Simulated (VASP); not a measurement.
Set up this calculation in VASP 6.6.1, as the native input.

```
Task                   : single point
Functional             : PBE
Potentials or basis    : VASP PAW PBE potentials, release 64 (O)
Cutoff                 : 520 eV
k mesh                 : 12 × 12 × 12
Occupations            : fermi-dirac, width 0.01 eV
Spin                   : no spin polarisation
Dipole correction      : no
Further INCAR settings : ALGO = Normal; EDIFF = 1e-06; NBANDS = 13
```

The structure of O lies in POSCAR:

```
O
1.0
    0.0000000000      2.0934049429      3.3224006659
    1.4684278890      0.0000000000      3.3224006659
    1.4684278890      2.0934049429      0.0000000000
O
2
Direct
    0.0871000000      0.0871000000      0.9129000000
    0.9129000000      0.9129000000      0.0871000000
```

One way to write it, as run:

INCAR

```
PREC     = Accurate       # precision mode
ENCUT    = 520            # plane-wave cutoff, eV
EDIFF    = 1E-6           # SCF threshold, eV
ISMEAR   = -1             # smearing method
SIGMA    = 0.01           # smearing width, eV
LREAL    = False          # projectors in reciprocal space
LASPH    = True           # aspherical terms in the spheres
NELM     = 100            # most SCF steps
ALGO     = Normal         # electronic algorithm
ISIF     = 2              # what is computed and relaxed
LWAVE    = False          # write WAVECAR
LCHARG   = False          # write CHGCAR
GGA      = PE             # functional
NBANDS   = 13             # bands
```

KPOINTS

```
regular mesh
0
Gamma
  12 12 12
```

Potentials or basis: VASP PAW PBE potentials, release 64 (O).

Launch:

```sh
$ cat potpaw_PBE.64/O/POTCAR > POTCAR
$ mpirun -np 1 vasp_std > vasp.out
```

Results of the run:

| Item | Value |
| --- | --- |
| Pressure | 21.8 GPa |
| Largest force | 6.641 eV/Å |
| Band gap on the k mesh | zero (bands 6 and 7 overlap by 1.82 eV) |

Caveat: the standard files for N, O and F lose accuracy on very short bonds; spin is off for a triplet molecule; the cell stands under pressure; this functional lacks dispersion, which holds the molecules together, so the pressure and a relaxed volume are unreliable; forces of over 1 eV/Å act on the atoms, so gaps and moduli don't describe the material at rest.

Wall time 48 s on 1 thread of Intel(R) Xeon(R) Platinum 8488C (Sapphire Rapids), on a shared host, peak memory 0.18 GiB.
